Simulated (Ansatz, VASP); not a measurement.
**AlAs in VASP and in Ansatz**

```
Al As
1.0
     0.00000    2.81444    2.81444
     2.81444    0.00000    2.81444
     2.81444    2.81444    0.00000
Al As
1 1
Cartesian
  0.0000 0.0000 0.0000
  1.4072 1.4072 1.4072
```

Alike in both runs: functional LDA; k mesh 8 × 8 × 8; occupations fermi-dirac, width 0.02 eV; no spin polarisation.

Ansatz relaxed the structure, and its values are those at the end. VASP's run is a single point on that final structure, the one shown.

|  | VASP | Ansatz |
| --- | --- | --- |
| version | VASP 6.6.1 | Ansatz 0.2.0 |
| potentials or method | VASP PAW LDA potentials, release 64 (Al, As), cutoff 500 eV | PAW plane waves |
| valence electrons in the cell | 8 | 18 |

Ansatz gave:

```
gap on the k mesh at the Fermi level (eV) : 1.32
pressure (GPa)                            : 0.0
```

Q: What did VASP give for the same quantities?

A: gap on the k mesh at the Fermi level (eV): 1.31; pressure (GPa): 0.4.

Ansatz warns that its potentials were made for another functional, while VASP's fit it. LDA's correlation is that of Perdew and Zunger in VASP and of Perdew and Wang (1992) in Ansatz. VASP's potentials hold 8 valence electrons a cell and Ansatz's 18, so a difference there can come from the potentials and not from the codes.
